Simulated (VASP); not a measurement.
Al, 1 atom in the cell. Symmetry: P6/mmm, No. 191, hexagonal system. Conventional cell: a = 2.464 Å, b = 2.464 Å, c = 2.429 Å, α = 90.00°, β = 90.00°, γ = 120.00°. Al (site symmetry 6/mmm) has 8 Al at 2.43 to 2.46 Å within 3.2 Å. 

- Program: VASP 6.6.1
- Task: single point
- Functional: PBE
- Potentials or basis: VASP PAW PBE potentials, release 64 (Al)
- Cutoff: 520 eV
- k mesh: 16 × 16 × 15
- Occupations: fermi-dirac, width 0.08 eV
- Spin: no spin polarisation
- Dipole correction: no
- Further INCAR settings: ALGO = Normal; EDIFF = 1e-06; NBANDS = 8

Potentials or basis: VASP PAW PBE potentials, release 64 (Al).

Launch:

```bash
$ cat potpaw_PBE.64/Al/POTCAR > POTCAR
$ mpirun -np 1 vasp_std > vasp.out
```

Hardware: 1 thread of Intel(R) Xeon(R) Platinum 8559C (Emerald Rapids), on a shared host.

Problem. Estimate the wall time of this run.

Solution. Wall time 11 s on 1 thread of Intel(R) Xeon(R) Platinum 8559C (Emerald Rapids) (shared host), peak memory 0.12 GiB. Counts: scf iterations 10, k points 240.
